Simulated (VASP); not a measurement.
Runs of VASP 6.6.1 on Mo. The structure is that of space group Fm-3m (No. 225), or close to it. The cells are those of the table. 

```tsv
cell	gap on the mesh (eV)	pressure (GPa)
a = 2.793, b = 2.793, c = 2.850 Å, angles 59.3, 59.3, 61.3°, 1 atom	none	5.6
a = 2.807, b = 2.807, c = 2.850 Å, angles 59.5, 59.5, 61.0°, 1 atom	none	3.0
a = 2.893, b = 2.893, c = 2.850 Å, angles 60.5, 60.5, 59.0°, 1 atom	none	-10.3
a = 2.864, b = 2.864, c = 2.850 Å, angles 60.2, 60.2, 59.7°, 1 atom	none	(c)
a = 2.900, b = 2.900, c = 2.850 Å, angles 60.6, 60.6, 58.9°, 1 atom	none	-11.3
a = 2.821, b = 2.821, c = 2.850 Å, angles 59.7, 59.7, 60.7°, 1 atom	none	0.5
a = 2.835, b = 2.835, c = 2.850 Å, angles 59.8, 59.8, 60.3°, 1 atom	none	(b)
a = 2.878, b = 2.878, c = 2.850 Å, angles 60.3, 60.3, 59.3°, 1 atom	none	(a)
```

Alike in all rows: task single point; level PBE; potentials or basis VASP PAW PBE potentials, release 64 (Mo_sv); no spin polarisation; k mesh 20 × 20 × 20; cutoff (eV) 520; smearing gaussian 0.15 eV.

Task: Estimate the missing entries.

Result: (a) -8.4; (b) -2.0; (c) -6.4.

A k mesh can miss the band edges, and the runs leave out spin-orbit coupling on Mo.

A gap of «none» marks levels without a gap at the run's occupations.
